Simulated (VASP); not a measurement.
# NiC6 (P1) in VASP: further runs

NiC6 is run at these levels: PBE; tasks: single point, relaxation of cell and atoms.

Program: VASP 6.6.1. These are calculated values, not measurements. Logs are shortened: lines on timing, memory, paths and dates and some standing lists are left out, and cuts for length are marked.

## Step 1: The cell of the first run

The typed cell holds 7 atoms: a = 3.742 Å, b = 3.765 Å, c = 4.584 Å, α = 93.62°, β = 112.98°, γ = 99.41°.

## Step 2: Single point, PBE

Contents of INCAR:

```
PREC     = Accurate       # precision mode
ENCUT    = 520            # plane-wave cutoff, eV
EDIFF    = 1E-6           # SCF threshold, eV
ISMEAR   = 0              # smearing method
SIGMA    = 0.1            # smearing width, eV
LREAL    = False          # projectors in reciprocal space
LASPH    = True           # aspherical terms in the spheres
NELM     = 100            # most SCF steps
ALGO     = Normal         # electronic algorithm
ISIF     = 2              # what is computed and relaxed
LWAVE    = False          # write WAVECAR
LCHARG   = False          # write CHGCAR
GGA      = PE             # functional
NBANDS   = 26             # bands
```

Contents of KPOINTS:

```
regular mesh
0
Gamma
  6 6 4
```

Contents of POSCAR:

```
NiC6
1.0
    3.7374450722     -0.0076144747     -0.1753800821
   -0.6088986600      3.7156987703     -0.0006180100
   -1.5930099174     -0.5538143207      4.2624922168
Ni C
1 6
Direct
    0.7353229739      0.0659149595      0.9701998759
    0.5211112043      0.5004450813      0.9174346077
    0.4536173011      0.7946930195      0.4382976089
    0.5329688261      0.1754379797      0.4999097871
    0.8328564578      0.3524124415      0.3787539014
    0.2886838400      0.4584609317      0.5605487021
    0.6354393969      0.6526355866      0.2348555168
```

Potentials or basis: VASP PAW PBE potentials, release 64 (Ni, C).

Command:

```bash
> cat potpaw_PBE.64/Ni/POTCAR potpaw_PBE.64/C/POTCAR > POTCAR
> mpirun -np 1 vasp_std > vasp.out
```

OUTCAR:

```text
PREC = Accurate
   ENCUT = 520
   EDIFF = 1E-6
   ISMEAR = 0
   LREAL = False
   LASPH = True
   NELM = 100
   ISIF = 2
   GGA = PE

 ion  position               nearest neighbor table
   1  0.735  0.066  0.970-   2 1.92   5 1.97   4 2.08   7 2.11   2 2.11   3 2.33
   2  0.521  0.500  0.917-   7 1.40   6 1.51   1 1.92   1 2.11
   3  0.454  0.795  0.438-   4 1.40   7 1.47   6 1.55   1 2.33
   4  0.533  0.175  0.500-   3 1.40   5 1.52   6 1.59   1 2.08
   5  0.833  0.352  0.379-   7 1.50   4 1.52   6 1.55   1 1.97
   6  0.289  0.458  0.561-   2 1.51   5 1.55   3 1.55   4 1.59
   7  0.635  0.653  0.235-   2 1.40   3 1.47   5 1.50   1 2.11

  LATTYP: Found a triclinic cell.
 ALAT       =     5.7257582154
 B/A-ratio  =     0.6576000688
 C/A-ratio  =     1.2151227741
 COS(alpha) =     0.0463205728
 COS(beta)  =     0.5499889861
 COS(gamma) =     0.7644656005

  Lattice vectors:

 A1 = (   4.3463437322,  -3.7233132450,  -0.1747620721)
 A2 = (   0.6088986600,  -3.7156987703,   0.0006180100)
 A3 = (   5.3304549896,   0.5461998460,  -4.4378722989)

Analysis of symmetry for initial positions (statically):
=====================================================================
 Subroutine PRICEL returns:
 Original cell was already a primitive cell.

 Routine SETGRP: Setting up the symmetry group for a
 triclinic supercell.

 Subroutine GETGRP returns: Found  1 space group operations
 (whereof  1 operations were pure point group operations)
 out of a pool of  2 trial point group operations.

The static configuration has the point symmetry C_1 .

Analysis of symmetry for dynamics (positions and initial velocities):
=====================================================================
 Subroutine PRICEL returns:
 Original cell was already a primitive cell.

 Routine SETGRP: Setting up the symmetry group for a
 triclinic supercell.

 Subroutine GETGRP returns: Found  1 space group operations
 (whereof  1 operations were pure point group operations)
 out of a pool of  2 trial point group operations.

The dynamic configuration has the point symmetry C_1 .

 Subroutine INISYM returns: Found  1 space group operations
 (whereof  1 operations are pure point group operations),
 and found     1 'primitive' translations

----------------------------------------------------------------------------------------

                                     Primitive cell

  volume of cell :      58.0759

  direct lattice vectors                    reciprocal lattice vectors
     3.737445072 -0.007614475 -0.175380082     0.272708665  0.044707208  0.107727376
    -0.608898660  3.715698770 -0.000618010     0.002231299  0.269499992  0.035849317
    -1.593009917 -0.553814321  4.262492217     0.011220911  0.001878551  0.239042170

  length of vectors
     3.741565424  3.765258997  4.584019066     0.296604009  0.271883060  0.239312760

  position of ions in fractional coordinates (direct lattice)
     0.735322974  0.065914959  0.970199876
     0.521111204  0.500445081  0.917434608
     0.453617301  0.794693020  0.438297609
     0.532968826  0.175437980  0.499909787
     0.832856458  0.352412442  0.378753901
     0.288683840  0.458460932  0.560548702
     0.635439397  0.652635587  0.234855517

  ion indices of the primitive-cell ions
   primitive index   ion index
                 1           1
                 2           2
                 3           3
                 4           4
                 5           5
                 6           6
                 7           7

----------------------------------------------------------------------------------------

 KPOINTS: regular mesh

Automatic generation of k-mesh.
 Grid dimensions read from file:
 generate k-points for:    6    6    4

 Generating k-lattice:

  Cartesian coordinates                     Fractional coordinates (reciprocal lattice)
     0.045451444  0.007451201  0.017954563     0.166666667  0.000000000  0.000000000
     0.000371883  0.044916665  0.005974886     0.000000000  0.166666667 -0.000000000
     0.002805228  0.000469638  0.059760543     0.000000000 -0.000000000  0.250000000

  Length of vectors
     0.049434001  0.045313843  0.059828190

  Shift w.r.t. Gamma in fractional coordinates (k-lattice)
     0.000000000  0.000000000  0.000000000

 Subroutine IBZKPT returns following result:
 ===========================================

 Found     76 irreducible k-points:

 Following reciprocal coordinates:
            Coordinates               Weight
  0.000000  0.000000  0.000000      1.000000
  0.166667  0.000000 -0.000000      2.000000
  0.333333 -0.000000  0.000000      2.000000
  0.500000  0.000000  0.000000      1.000000
  0.000000  0.166667  0.000000      2.000000
  0.166667  0.166667  0.000000      2.000000
[... 16 lines left out ...]
  0.333333 -0.000000  0.250000      2.000000
  0.500000  0.000000  0.250000      2.000000
 [... further k-points ...]
   k-points           NKPTS =     76   k-points in BZ     NKDIM =     76   number of bands    NBANDS=     26
   number of dos      NEDOS =    301   number of ions     NIONS =      7
   total plane-waves  NPLWV =  28224
   dimension x,y,z NGX =    28 NGY =   28 NGZ =   36
   dimension x,y,z NGXF=    56 NGYF=   56 NGZF=   72
   ions per type =               1   6
   NGX,Y,Z   is equivalent  to a cutoff of  12.44, 12.36, 13.06 a.u.
   NGXF,Y,Z  is equivalent  to a cutoff of  24.88, 24.73, 26.11 a.u.
 SYSTEM =  unknown system
   PREC   = accura    normal or accurate (medium, high low for compatibility)
   ISTART =      0    job   : 0-new  1-cont  2-samecut
   ICHARG =      2    charge: 1-file 2-atom 10-const
   ISPIN  =      1    spin polarized calculation?
   LNONCOLLINEAR =      F non collinear calculations
   LSORBIT =      F    spin-orbit coupling
   LASPH  =      T    aspherical Exc in radial PAW
   ENCUT  =  520.0 eV  38.22 Ry    6.18 a.u.   6.96  7.00  8.52*2*pi/ulx,y,z
   NELM   =    100;   NELMIN=  2; NELMDL= -5     # of ELM steps
   EDIFF  = 0.1E-05   stopping-criterion for ELM
   LREAL  =      F    real-space projection
   EDIFFG = 0.1E-04   stopping-criterion for IOM
   NSW    =      0    number of steps for IOM
   IBRION =     -1    ionic relax: 0-MD 1-quasi-New 2-CG
   NFREE  =      0    steps in history (QN), initial steepest desc. (CG)
   ISIF   =      2    stress and relaxation
   ISYM   =      2    0-nonsym 1-usesym 2-fastsym
   POTIM  = 0.5000    time-step for ionic-motion
   TEBEG  =    0.0;   TEEND  =   0.0 temperature during run
   PSTRESS=    0.0 pullay stress
   NELECT =      34.0000    total number of electrons
   NUPDOWN=      -1.0000    fix difference up-down
   EMIN   =  10.00;   EMAX   =-10.00  energy-range for DOS
   EFERMI =   0.00;   METHOD = LEGACY
   ISMEAR =     0;   SIGMA  =   0.10  broadening in eV -4-tet -1-fermi 0-gaus
   EFERMI_NEDOS =   21; number of points for ismear=-14 and -15
   IALGO  =     38    algorithm
   IMIX   =      4    mixing-type and parameters
     AMIX     =   0.40;   BMIX     =  1.00
     AMIX_MAG =   1.60;   BMIX_MAG =  1.00
  volume/ion in A,a.u.               =       8.30        55.99
  Fermi-wavevector in a.u.,A,eV,Ry     =   1.369523  2.588022 25.518981  1.875592
  Thomas-Fermi vector in A             =   2.495390
   LORBIT       =      0    0 simple, 1 ext, 2 COOP (PROOUT), +10 PAW based schemes
   GGA     = PE    functional components
   LHFCALC =     F    Hartree Fock is set to
   AEXX    =    0.0000 exact exchange contribution
   IVDW    =     0    specifies the selected vdW correction
   LEPSILON=     F    determine dielectric tensor
   LRPA    =     F    only Hartree local field effects (RPA)
 non-spin polarized calculation
 Gauss-broadening in eV      SIGMA  =   0.10
  energy-cutoff  :      520.00
  volume of cell :       58.08
 maximum number of plane-waves:      1580
   NGX = 13   NGY = 13   NGZ = 17

 number of electron      34.0000006 magnetization

 Free energy of the ion-electron system (eV)
  ---------------------------------------------------
  ext. energy  EPLUGINS =         0.00000000
  ---------------------------------------------------
  free energy    TOTEN  =       -54.39239441 eV

  energy without entropy =      -54.39239441  energy(sigma->0) =      -54.39239441

 E-fermi :   7.1895     XC(G=0): -11.5295

 val. band max:        6.7611883706   @ k =   0.5000   0.0000   0.2500
 cond. band min:       7.6591064462   @ k =   0.0000   0.3333   0.2500
 fundamental gap:      0.8979180757
 Fermi energy:         7.1894755824

 k-point     1 :       0.0000    0.0000    0.0000
  band No.  band energies     occupation
      1     -12.9915      2.00000
      2      -7.7421      2.00000
      3      -6.9430      2.00000
      4      -5.2476      2.00000
      5      -4.4190      2.00000
      6      -2.4600      2.00000
[... 18 lines left out ...]
     25      16.1593      0.00000
     26      16.8179      0.00000

 k-point     2 :       0.1667    0.0000   -0.0000
  band No.  band energies     occupation
      1     -12.8062      2.00000
      2      -8.0182      2.00000
      3      -7.2787      2.00000
      4      -5.2147      2.00000
      5      -4.1826      2.00000
      6      -2.6508      2.00000
[... 18 lines left out ...]
     25      16.3994      0.00000
     26      17.0410      0.00000

 k-point     3 :       0.3333   -0.0000    0.0000
  band No.  band energies     occupation
      1     -12.3320      2.00000
      2      -8.8999      2.00000
      3      -7.5664      2.00000
      4      -5.0916      2.00000
      5      -4.0389      2.00000
      6      -2.5687      2.00000
[... 572 lines left out ...]
 k-point    23 :       0.3333   -0.0000    0.2500
  band No.  band energies     occupation
      1     -11.9997      2.00000
      2      -9.8662      2.00000
      3      -7.2321      2.00000
      4      -4.7608      2.00000
      5      -3.8129      2.00000
      6      -2.4142      2.00000
[... 18 lines left out ...]
     25      16.2467      0.00000
     26      16.9763      0.00000

 k-point    24 :       0.5000    0.0000    0.2500
  band No.  band energies     occupation
      1     -11.8125      2.00000
      2     -10.0352      2.00000
      3      -7.1130      2.00000
      4      -5.1298      2.00000
      5      -3.7620      2.00000
      6      -2.2770      2.00000
[... 18 lines left out ...]
     25      15.4010      0.00000
     26      17.2119      0.00000

 [... further k-points ...]

------------------------ aborting loop because EDIFF is reached ----------------------------------------

  FORCE on cell =-STRESS in cart. coord.  units (eV):
  Direction    XX          YY          ZZ          XY          YZ          ZX
  --------------------------------------------------------------------------------------
  -------------------------------------------------------------------------------------
  Total        0.0704026      0.1890258      0.1033119     -0.0324154     -0.0194779     -0.0492800
  in kB        1.9422416      5.2147801      2.8501336     -0.8942662     -0.5373488     -1.3595207
  external PRESSURE =       3.3357184 kB  Pullay stress =       0.0000000 kB

 VOLUME and BASIS-vectors are now :
 -----------------------------------------------------------------------------
  energy-cutoff  :      520.00
  volume of cell :       58.08
      direct lattice vectors                 reciprocal lattice vectors
     3.737445072 -0.007614475 -0.175380082     0.272708665  0.044707208  0.107727376
    -0.608898660  3.715698770 -0.000618010     0.002231299  0.269499992  0.035849317
    -1.593009917 -0.553814321  4.262492217     0.011220911  0.001878551  0.239042170

 POSITION                                       TOTAL-FORCE (eV/Angst)
 -----------------------------------------------------------------------------------
      1.16256     -0.29799      4.00647         0.030276     -0.008405      0.004168
      0.18142      1.34745      3.81886        -0.003487      0.011692     -0.001959
      0.51327      2.70665      1.78819        -0.005763     -0.002644      0.001025
      1.08876      0.37096      2.03728        -0.009794      0.024460     -0.026391
      2.29481      1.09336      1.46815         0.014561     -0.009775      0.023373
     -0.09318      1.39086      2.33842        -0.004662     -0.013099      0.008210
      1.60340      2.29009      0.88922        -0.021130     -0.002230     -0.008426
 -----------------------------------------------------------------------------------
    total drift:                               -0.000809     -0.000899     -0.000445

  FREE ENERGIE OF THE ION-ELECTRON SYSTEM (eV)
  ---------------------------------------------------
  free  energy   TOTEN  =       -54.3923944083 eV

  energy  without entropy=      -54.3923944083  energy(sigma->0) =      -54.39239441
```

Wall time 54 s (1 thread of Intel Xeon 6975P-C (Granite Rapids), shared host); peak memory 0.23 GiB.

Results:

| Quantity | Value |
| --- | --- |
| Free energy | -54.3924 eV |
| Pressure | 0.3 GPa |
| Largest force | 0.037 eV/Å |
| Band gap on the k mesh | 0.90 eV (least direct gap 1.42 eV) |

Forces on the atoms (eV/Å):
```
Ni   0.030 -0.008  0.004
C   -0.003  0.012 -0.002
C   -0.006 -0.003  0.001
C   -0.010  0.024 -0.026
C    0.015 -0.010  0.023
C   -0.005 -0.013  0.008
C   -0.021 -0.002 -0.008
```

A k mesh can miss the band edges. Spin polarisation is off, so any magnetic state and its effect on volume and gap are missing.

## Step 3: Relaxation of cell and atoms, PBE

This run uses another cell than the first one, of 8.09 Å³/atom.

Contents of INCAR:

```
SYSTEM = NiC6
PREC = Accurate ; ENCUT = 600
EDIFF = 1E-6 ; ISMEAR = 0
SIGMA = 0.1 ; LREAL = .FALSE.
LASPH = .TRUE. ; NELM = 100
ALGO = Normal ; ISIF = 3
LWAVE = .FALSE. ; LCHARG = .FALSE.
GGA = PE ; IBRION = 2
NSW = 90 ; EDIFFG = -0.04
```

Contents of KPOINTS:

```
Automatic mesh
0
G
  6 6 4
  0 0 0
```

Contents of POSCAR:

```
NiC6
1.0
    3.6798250344      0.0000000000      0.0000000000
   -0.5919492290      3.7117207158      0.0000000000
   -1.3749467461     -0.5240639552      4.1464247035
Ni C
1 6
Direct
    0.7380268108      0.0615426076      0.9591521461
    0.5202657361      0.5092854043      0.9114912789
    0.4512926077      0.7945628001      0.4451725183
    0.5258921131      0.1757986781      0.5048191820
    0.8381712831      0.3513650113      0.3792004300
    0.2755277107      0.4554623744      0.5634073261
    0.6508237385      0.6519831240      0.2367571187
```

Potentials or basis: VASP PAW PBE potentials, release 64 (Ni, C).

Command:

```bash
> cat potpaw_PBE.64/Ni/POTCAR potpaw_PBE.64/C/POTCAR > POTCAR
> mpirun -np 1 vasp_std > vasp.out
```

Wall time 9.4 min (1 thread of Intel Xeon 6975P-C (Granite Rapids), shared host); peak memory 0.24 GiB.

Results (log left out):

- Free energy: -54.3995 eV
- Relaxed volume: 8.29 Å³/atom
- Relaxed cell: a = 3.739 Å, b = 3.770 Å, c = 4.585 Å, α = 93.92°, β = 112.95°, γ = 99.55°
- Space group after relaxing (to 0.1 Å): P1 (No. 1)
- Energy gained by relaxing: 23.8 meV/atom
- Ionic steps: 22
- Pressure after relaxing: 0.0 GPa
- Largest force after relaxing: 0.039 eV/Å
- Band gap on the k mesh: 0.91 eV (least direct gap 1.44 eV)

Forces on the atoms (eV/Å):
```
Ni   0.011 -0.007  0.012
C    0.017 -0.017  0.010
C   -0.017  0.012 -0.015
C    0.000  0.004 -0.002
C   -0.017 -0.027  0.023
C   -0.006  0.013 -0.033
C    0.011  0.022  0.004
```

Stress tensor (GPa, compression positive):
```
 0.03 -0.03 -0.05
-0.03  0.01  0.17
-0.05  0.17  0.09
```

The path:
| step | energy change (eV) | largest force (eV/Å) | pressure (GPa) | volume (Å³) |
| --- | --- | --- | --- | --- |
| 1 | 0.0000 | 0.6317 | 5.79 | 56.63 |
| 2 | -0.0605 | 0.8593 | -5.84 | 59.05 |
| 3 | -0.0714 | 0.6132 | -2.72 | 58.35 |
| 4 | -0.1265 | 0.5229 | -1.36 | 58.42 |
| 5 | -0.1268 | 0.6072 | -1.19 | 58.43 |
| 6 | -0.1539 | 0.4176 | 0.64 | 57.96 |
| 7 | -0.1542 | 0.3603 | 0.44 | 58.01 |
| 8 | -0.1561 | 0.6690 | -0.34 | 58.01 |
| 9 | -0.1608 | 0.3080 | -0.05 | 58.01 |
| 10 | -0.1614 | 0.4151 | 0.28 | 57.99 |
| 11 | -0.1630 | 0.1639 | 0.10 | 58.00 |
| 12 | -0.1643 | 0.1190 | -0.07 | 58.03 |
| 13 | -0.1643 | 0.0913 | -0.04 | 58.02 |
| 14 | -0.1652 | 0.0742 | 0.00 | 58.02 |
| 15 | -0.1654 | 0.1288 | 0.05 | 58.02 |
| 16 | -0.1659 | 0.0752 | 0.08 | 58.03 |
| 17 | -0.1659 | 0.0890 | 0.24 | 58.03 |
| 18 | -0.1663 | 0.0489 | -0.11 | 58.09 |
| 19 | -0.1663 | 0.0462 | -0.20 | 58.11 |
| 20 | -0.1665 | 0.0608 | -0.03 | 58.08 |
| 21 | -0.1666 | 0.0769 | 0.00 | 58.08 |
| 22 | -0.1667 | 0.0395 | 0.04 | 58.06 |

Final structure:
```
Ni C
1.0
     3.73451   -0.01327   -0.17608
    -0.61332    3.72004   -0.01231
    -1.59072   -0.56576    4.26310
Ni C
1 6
Direct
  0.73465 0.06610 0.96859
  0.52040 0.50045 0.91758
  0.45554 0.79494 0.44022
  0.53224 0.17588 0.49891
  0.83274 0.35253 0.37825
  0.28895 0.45862 0.56087
  0.63546 0.65149 0.23557
```

Levels at points of the mesh, in eV from the valence-band top:
| k point | band 13 | band 14 | band 15 | band 16 | band 17 | band 18 | band 19 | band 20 | band 21 |
| --- | --- | --- | --- | --- | --- | --- | --- | --- | --- |
| (0.00, 0.00, 0.00) | -2.79 | -1.81 | -1.23 | -0.93 | -0.53 | 1.13 | 2.59 | 3.05 | 4.04 |
| (0.50, 0.00, 0.00) | -2.81 | -1.77 | -1.13 | -0.82 | -0.45 | 1.61 | 2.48 | 3.19 | 4.37 |
| (0.00, 0.50, 0.00) | -2.19 | -1.68 | -1.40 | -1.24 | -0.97 | 1.52 | 2.66 | 3.68 | 4.44 |
| (0.50, 0.50, 0.00) | -2.17 | -1.35 | -1.29 | -1.05 | -0.87 | 1.26 | 2.35 | 3.30 | 6.31 |
| (0.00, 0.00, 0.50) | -2.49 | -2.05 | -1.40 | -0.87 | -0.76 | 1.24 | 2.28 | 3.08 | 4.68 |
| (0.50, 0.00, 0.50) | -2.22 | -1.63 | -1.29 | -0.70 | -0.11 | 1.79 | 2.09 | 3.22 | 5.31 |
| (0.00, 0.50, 0.50) | -2.55 | -1.86 | -1.47 | -1.24 | -0.60 | 1.28 | 2.13 | 2.24 | 6.31 |
| (0.50, 0.50, 0.50) | -2.40 | -1.72 | -1.20 | -1.05 | -0.76 | 1.50 | 2.22 | 3.39 | 3.88 |
